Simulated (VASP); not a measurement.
Input of a VASP 6.6.1 run:

INCAR

```
ALGO = Fast ; EDIFF = 1E-7
ENCUT = 520 ; GGA = PE
ISIF = 2 ; ISMEAR = 0
LASPH = True ; LCHARG = False
LREAL = False ; LWAVE = False
NBANDS = 20 ; NELM = 100
PREC = Accurate ; SIGMA = 0.1
```

The input KPOINTS:

```
k-points
0
Gamma
  9 9 8
```

The input POSCAR:

```
Rb
1.0
    8.0855713165      0.0000000000      0.0000000000
   -4.0427856582      7.0023101642      0.0000000000
    0.0000000000      0.0000000000      4.8568061038
Rb
3
Direct
    0.3333333333      0.6666666667      0.5000000000
    0.0000000000      0.0000000000      0.0000000000
    0.6666666667      0.3333333333      0.5000000000
```

Potentials or basis: VASP PAW PBE potentials, release 64 (Rb_sv).

The run is started by

```bash
$ cat potpaw_PBE.64/Rb_sv/POTCAR > POTCAR
$ mpirun -np 1 vasp_std > vasp.out
```

Task: Estimate the band gap on the k mesh.

Result: Zero (an odd number of electrons rules out a gap without spin polarisation).

Task: Estimate the pressure.

Result: 0.0 GPa.
